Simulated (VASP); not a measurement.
Here is a VASP 6.6.1 calculation.

Contents of INCAR:

```
SYSTEM = Ca3GeN
ALGO = Normal ; EDIFF = 1E-7
ENCUT = 520 ; GGA = PS
ISIF = 2 ; ISMEAR = 0
LASPH = .True. ; LCHARG = .False.
LREAL = .False. ; LWAVE = .False.
NBANDS = 32 ; NELM = 80
PREC = Accurate ; SIGMA = 0.1
```

Contents of KPOINTS:

```
k-points
0
Gamma
  8 8 8
  0 0 0
```

The input POSCAR:

```
Ca3GeN
1.0
    4.7067209958      0.0000000000      0.0000000000
    0.0000000000      4.7067209958      0.0000000000
    0.0000000000      0.0000000000      4.7067209958
Ca Ge N
3 1 1
Direct
    0.0000000000      0.5000000000      0.5000000000
    0.5000000000      0.0000000000      0.5000000000
    0.5000000000      0.5000000000      0.0000000000
    0.0000000000      0.0000000000      0.0000000000
    0.5000000000      0.5000000000      0.5000000000
```

Potentials or basis: VASP PAW PBE potentials, release 64 (Ca_sv, Ge_d, N).

Run with:

```console
$ cat potpaw_PBE.64/Ca_sv/POTCAR potpaw_PBE.64/Ge_d/POTCAR potpaw_PBE.64/N/POTCAR > POTCAR
$ mpirun -np 1 vasp_std > vasp.out
```

(1) Predict the pressure.

Results:

(1) 2.2 GPa.

Caveat: the PAW data sets were made with another functional, which shifts forces and pressure a little.
